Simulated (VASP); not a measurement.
# CrBi2 (R-3m) in VASP: single point with PBE

Aim: the single point of CrBi2 with PBE.

Everything below comes from runs of VASP 6.6.1. Logs are shortened: lines on timing, memory, paths and dates and some standing lists are left out, and cuts for length are marked.

**1. The cell of the first run**

Symmetry: R-3m, No. 166, trigonal system. The conventional cell has a = 3.870 Å, b = 3.870 Å, c = 17.531 Å, α = 90.00°, β = 90.00°, γ = 120.00°. Cr (site symmetry -3m) has 6 Bi at 2.67 Å within 3.5 Å. Within 3.5 Å of Bi (site symmetry 3m) lie 3 Cr at 2.67 Å.

**2. Single point, PBE, collinear spin, ferromagnetic start**

File INCAR:

```
ALGO = Normal ; EDIFF = 1E-7
ENCUT = 520 ; GGA = PE
ISIF = 2 ; ISMEAR = 0
ISPIN = 2 ; LASPH = T
LCHARG = F ; LMAXMIX = 4
LORBIT = 11 ; LREAL = F
LWAVE = F ; MAGMOM = 3 0 0
NBANDS = 32 ; NELM = 150
PREC = Accurate ; SIGMA = 0.1
```

File KPOINTS:

```
k-points
0
Gamma
  6 6 6
```

File POSCAR:

```
CrBi2
1.0
    1.9347720990      1.1170411922      5.8435066786
   -1.9347720990      1.1170411922      5.8435066786
    0.0000000000     -2.2340823843      5.8435066786
Cr Bi
1 2
Direct
    0.0000000000      0.0000000000      0.0000000000
    0.7500000000      0.7500000000      0.7500000000
    0.2500000000      0.2500000000      0.2500000000
```

Potentials or basis: VASP PAW PBE potentials, release 64 (Cr_pv, Bi_d).

Run with:

```console
> cat potpaw_PBE.64/Cr_pv/POTCAR potpaw_PBE.64/Bi_d/POTCAR > POTCAR
> mpirun -np 1 vasp_std > vasp.out
```

OUTCAR:

```text
EDIFF = 1E-7
   ENCUT = 520
   GGA = PE
   ISIF = 2
   ISMEAR = 0
   ISPIN = 2
   LASPH = T
   LORBIT = 11
   LREAL = F
   NELM = 150
   PREC = Accurate

 ion  position               nearest neighbor table
   1  0.000  0.000  0.000-   2 2.67   3 2.67   2 2.67   2 2.67   3 2.67   3 2.67
   2  0.750  0.750  0.750-   1 2.67   1 2.67   1 2.67   3 3.68   3 3.68   3 3.68   3 3.68   3 3.68
                             3 3.68
   3  0.250  0.250  0.250-   1 2.67   1 2.67   1 2.67   2 3.68   2 3.68   2 3.68   2 3.68   2 3.68
                             2 3.68

  LATTYP: Found a trigonal (rhomboedric) cell.
 ALAT       =     6.2560126601
 COS(alpha) =     0.8087090652

  Lattice vectors:

 A1 = (   1.9347720990,   1.1170411922,   5.8435066786)
 A2 = (  -1.9347720990,   1.1170411922,   5.8435066786)
 A3 = (   0.0000000000,  -2.2340823843,   5.8435066786)

Analysis of symmetry for initial positions (statically):
=====================================================================
 Subroutine PRICEL returns:
 Original cell was already a primitive cell.

 Routine SETGRP: Setting up the symmetry group for a
 trigonal (rhombohedral) supercell.

 Subroutine GETGRP returns: Found 12 space group operations
 (whereof 12 operations were pure point group operations)
 out of a pool of 12 trial point group operations.

The static configuration has the point symmetry D_3d.

Analysis of symmetry for dynamics (positions and initial velocities):
=====================================================================
 Subroutine PRICEL returns:
 Original cell was already a primitive cell.

 Routine SETGRP: Setting up the symmetry group for a
 trigonal (rhombohedral) supercell.

 Subroutine GETGRP returns: Found 12 space group operations
 (whereof 12 operations were pure point group operations)
 out of a pool of 12 trial point group operations.

The dynamic configuration has the point symmetry D_3d.

Analysis of structural, dynamic, and magnetic symmetry:
=====================================================================
 Subroutine PRICEL returns:
 Original cell was already a primitive cell.

 Routine SETGRP: Setting up the symmetry group for a
 trigonal (rhombohedral) supercell.

 Subroutine GETGRP returns: Found 12 space group operations
 (whereof 12 operations were pure point group operations)
 out of a pool of 12 trial point group operations.

The overall configuration has the point symmetry D_3d.

 Subroutine INISYM returns: Found 12 space group operations
 (whereof 12 operations are pure point group operations),
 and found     1 'primitive' translations

----------------------------------------------------------------------------------------

                                     Primitive cell

  volume of cell :      75.7746

  direct lattice vectors                    reciprocal lattice vectors
     1.934772099  1.117041192  5.843506679     0.258428370  0.149203689  0.057043373
    -1.934772099  1.117041192  5.843506679    -0.258428370  0.149203689  0.057043373
     0.000000000 -2.234082384  5.843506679     0.000000000 -0.298407378  0.057043373

  length of vectors
     6.256012660  6.256012660  6.256012660     0.303810648  0.303810648  0.303810648

  position of ions in fractional coordinates (direct lattice)
     0.000000000  0.000000000  0.000000000
     0.750000000  0.750000000  0.750000000
     0.250000000  0.250000000  0.250000000

  ion indices of the primitive-cell ions
   primitive index   ion index
                 1           1
                 2           2
                 3           3

----------------------------------------------------------------------------------------

 KPOINTS: k-points

Automatic generation of k-mesh.
 Grid dimensions read from file:
 generate k-points for:    6    6    6

 Generating k-lattice:

  Cartesian coordinates                     Fractional coordinates (reciprocal lattice)
     0.043071395  0.024867282  0.009507229     0.166666667 -0.000000000  0.000000000
    -0.043071395  0.024867282  0.009507229    -0.000000000  0.166666667  0.000000000
     0.000000000 -0.049734563  0.009507229    -0.000000000 -0.000000000  0.166666667

  Length of vectors
     0.050635108  0.050635108  0.050635108

  Shift w.r.t. Gamma in fractional coordinates (k-lattice)
     0.000000000  0.000000000  0.000000000

 Subroutine IBZKPT returns following result:
 ===========================================

 Found     32 irreducible k-points:

 Following reciprocal coordinates:
            Coordinates               Weight
  0.000000  0.000000  0.000000      1.000000
  0.166667 -0.000000  0.000000      6.000000
  0.333333 -0.000000  0.000000      6.000000
  0.500000 -0.000000  0.000000      3.000000
  0.166667  0.166667  0.000000      6.000000
  0.333333  0.166667  0.000000     12.000000
[... 16 lines left out ...]
  0.500000  0.500000  0.166667      6.000000
 -0.333333  0.500000  0.166667     12.000000
 [... further k-points ...]
   k-points           NKPTS =     32   k-points in BZ     NKDIM =     32   number of bands    NBANDS=     32
   number of dos      NEDOS =    301   number of ions     NIONS =      3
   total plane-waves  NPLWV = 110592
   dimension x,y,z NGX =    48 NGY =   48 NGZ =   48
   dimension x,y,z NGXF=    96 NGYF=   96 NGZF=   96
   ions per type =               1   2
   NGX,Y,Z   is equivalent  to a cutoff of  12.76, 12.76, 12.76 a.u.
   NGXF,Y,Z  is equivalent  to a cutoff of  25.51, 25.51, 25.51 a.u.
 SYSTEM =  unknown system
   PREC   = accura    normal or accurate (medium, high low for compatibility)
   ISTART =      0    job   : 0-new  1-cont  2-samecut
   ICHARG =      2    charge: 1-file 2-atom 10-const
   ISPIN  =      2    spin polarized calculation?
   LNONCOLLINEAR =      F non collinear calculations
   LSORBIT =      F    spin-orbit coupling
   LASPH  =      T    aspherical Exc in radial PAW
   ENCUT  =  520.0 eV  38.22 Ry    6.18 a.u.  11.63 11.63 11.63*2*pi/ulx,y,z
   NELM   =    150;   NELMIN=  2; NELMDL= -5     # of ELM steps
   EDIFF  = 0.1E-06   stopping-criterion for ELM
   LREAL  =      F    real-space projection
   EDIFFG = 0.1E-05   stopping-criterion for IOM
   NSW    =      0    number of steps for IOM
   IBRION =     -1    ionic relax: 0-MD 1-quasi-New 2-CG
   NFREE  =      0    steps in history (QN), initial steepest desc. (CG)
   ISIF   =      2    stress and relaxation
   ISYM   =      2    0-nonsym 1-usesym 2-fastsym
   POTIM  = 0.5000    time-step for ionic-motion
   TEBEG  =    0.0;   TEEND  =   0.0 temperature during run
   PSTRESS=    0.0 pullay stress
   NELECT =      42.0000    total number of electrons
   NUPDOWN=      -1.0000    fix difference up-down
   EMIN   =  10.00;   EMAX   =-10.00  energy-range for DOS
   EFERMI =   0.00;   METHOD = LEGACY
   ISMEAR =     0;   SIGMA  =   0.10  broadening in eV -4-tet -1-fermi 0-gaus
   EFERMI_NEDOS =   21; number of points for ismear=-14 and -15
   IALGO  =     38    algorithm
   IMIX   =      4    mixing-type and parameters
     AMIX     =   0.40;   BMIX     =  1.00
     AMIX_MAG =   1.60;   BMIX_MAG =  1.00
  volume/ion in A,a.u.               =      25.26       170.45
  Fermi-wavevector in a.u.,A,eV,Ry     =   1.344776  2.541258 24.605087  1.808423
  Thomas-Fermi vector in A             =   2.472742
   LORBIT       =     11    0 simple, 1 ext, 2 COOP (PROOUT), +10 PAW based schemes
   GGA     = PE    functional components
   LHFCALC =     F    Hartree Fock is set to
   AEXX    =    0.0000 exact exchange contribution
   IVDW    =     0    specifies the selected vdW correction
   LEPSILON=     F    determine dielectric tensor
   LRPA    =     F    only Hartree local field effects (RPA)
 spin polarized calculation
 Gauss-broadening in eV      SIGMA  =   0.10
  energy-cutoff  :      520.00
  volume of cell :       75.77
 maximum number of plane-waves:      2049
 NGX is ok and might be reduce to    48
   NGX = 23   NGY = 23   NGZ = 23

 number of electron      41.9999997 magnetization       2.4405962

 Free energy of the ion-electron system (eV)
  ---------------------------------------------------
  ext. energy  EPLUGINS =         0.00000000
  ---------------------------------------------------
  free energy    TOTEN  =       -15.46628232 eV

  energy without entropy =      -15.45004691  energy(sigma->0) =      -15.45816462

 E-fermi :   7.6933     XC(G=0): -10.5712

 val. band max:        7.6925170534   @ k =  -0.3333   0.1667  -0.0000
 cond. band min:       7.7077478302   @ k =  -0.3333  -0.3333   0.1667
 fundamental gap:      0.0152307768
 Fermi energy:         7.6933464197

 spin component 1

 k-point     1 :       0.0000    0.0000    0.0000
  band No.  band energies     occupation
      1     -35.8191      1.00000
      2     -35.8191      1.00000
      3     -35.7641      1.00000
      4     -14.7402      1.00000
      5     -14.7402      1.00000
      6     -14.7150      1.00000
[... 24 lines left out ...]
     31      15.1085      0.00000
     32      16.5107      0.00000
[... 774 lines left out ...]
      2     -35.8221      1.00000
      3     -35.7632      1.00000
      4     -14.7646      1.00000
      5     -14.7466      1.00000
      6     -14.7171      1.00000
[... 24 lines left out ...]
     31      16.6662      0.00000
     32      18.0422      0.00000

 [... further k-points ...]

 spin component 2

 k-point     1 :       0.0000    0.0000    0.0000
  band No.  band energies     occupation
      1     -33.3303      1.00000
      2     -33.3303      1.00000
      3     -33.2218      1.00000
      4     -14.7563      1.00000
      5     -14.7563      1.00000
      6     -14.7330      1.00000
[... 24 lines left out ...]
     31      16.4635      0.00000
     32      17.0360      0.00000
[... 774 lines left out ...]
      2     -33.3339      1.00000
      3     -33.2207      1.00000
      4     -14.7793      1.00000
      5     -14.7622      1.00000
      6     -14.7391      1.00000
[... 24 lines left out ...]
     31      17.9508      0.00000
     32      18.3050      0.00000

 [... further k-points ...]
[... 5 lines left out ...]
  --------------------------------------------------------------------------------------
  -------------------------------------------------------------------------------------
  Total        4.1436387      4.1436387      3.3460225      0.0000000      0.0000000      0.0000000
  in kB       87.6130218     87.6130218     70.7482399      0.0000000      0.0000000      0.0000000
  external PRESSURE =      81.9914278 kB  Pullay stress =       0.0000000 kB

 VOLUME and BASIS-vectors are now :
 -----------------------------------------------------------------------------
  energy-cutoff  :      520.00
  volume of cell :       75.77
      direct lattice vectors                 reciprocal lattice vectors
     1.934772099  1.117041192  5.843506679     0.258428370  0.149203689  0.057043373
    -1.934772099  1.117041192  5.843506679    -0.258428370  0.149203689  0.057043373
     0.000000000 -2.234082384  5.843506679     0.000000000 -0.298407378  0.057043373

 POSITION                                       TOTAL-FORCE (eV/Angst)
 -----------------------------------------------------------------------------------
      0.00000      0.00000      0.00000        -0.000000     -0.000000      0.000000
      0.00000      0.00000     13.14789         0.000000      0.000000      0.972546
      0.00000      0.00000      4.38263         0.000000     -0.000000     -0.972546
 -----------------------------------------------------------------------------------
    total drift:                               -0.000000      0.000000      0.000000

  FREE ENERGIE OF THE ION-ELECTRON SYSTEM (eV)
  ---------------------------------------------------
  free  energy   TOTEN  =       -15.4662823192 eV

  energy  without entropy=      -15.4500469121  energy(sigma->0) =      -15.45816462

 total charge

# of ion       s       p       d       tot
------------------------------------------
    1        0.330   6.216   4.314  10.859
    2        1.502   1.484   9.930  12.916
    3        1.502   1.484   9.930  12.916
--------------------------------------------------
tot          3.333   9.184  24.174  36.691

 magnetization (x)

# of ion       s       p       d       tot
------------------------------------------
    1        0.050   0.016   2.488   2.554
    2       -0.003  -0.103   0.009  -0.097
    3       -0.003  -0.103   0.009  -0.097
--------------------------------------------------
tot          0.044  -0.190   2.507   2.361
```

Wall time 5.7 min (1 thread of Intel Xeon Platinum 8259CL at 2.50GHz (Skylake/Cascade Lake), shared host); peak memory 0.47 GiB.

Results:

```
Free energy                                           : -15.4663 eV
Pressure                                              : 8.2 GPa
Largest force                                         : 0.973 eV/Å
Net moment                                            : 2.44 μB per cell
Site moments                                          : Cr +2.55; Bi -0.10 μB
Valence electrons inside the program's atomic spheres : Cr 10.86; Bi 12.92
```

Forces on the atoms (eV/Å):
```
Cr   0.000  0.000  0.000
Bi   0.000  0.000  0.973
Bi   0.000  0.000 -0.973
```

Levels at points of the mesh, in eV from the Fermi level:
Spin up:
```tsv
k point	band 19	band 20	band 21	band 22	band 23	band 24	band 25	band 26
(0.00, 0.00, 0.00)	-0.97	-0.97	-0.47	3.03	3.03	3.97	3.97	4.09
(0.50, 0.00, 0.00)	-1.99	-0.98	-0.74	-0.65	-0.42	0.17	2.27	2.93
(0.50, 0.50, 0.00)	-1.61	-0.74	-0.61	-0.61	-0.57	0.42	3.78	4.53
(0.50, 0.50, 0.50)	-0.95	-0.95	-0.68	0.49	2.33	2.33	4.54	4.54
```
Spin down:
| k point | band 16 | band 17 | band 18 | band 19 | band 20 | band 21 | band 22 | band 23 | band 24 | band 25 |
| --- | --- | --- | --- | --- | --- | --- | --- | --- | --- | --- |
| (0.00, 0.00, 0.00) | -4.72 | -1.03 | -1.03 | 1.26 | 1.26 | 1.84 | 3.03 | 3.03 | 4.04 | 4.64 |
| (0.50, 0.00, 0.00) | -3.87 | -3.16 | -1.96 | -1.06 | -0.92 | 0.28 | 1.42 | 1.67 | 1.84 | 3.54 |
| (0.50, 0.50, 0.00) | -4.93 | -3.98 | -0.61 | -0.57 | -0.09 | 0.46 | 0.95 | 1.69 | 1.87 | 4.07 |
| (0.50, 0.50, 0.50) | -1.63 | -0.89 | -0.89 | -0.75 | 1.26 | 1.26 | 2.15 | 2.31 | 2.31 | 5.20 |

Caveat: spin-orbit coupling is left out, which moves the levels of the heavy elements.
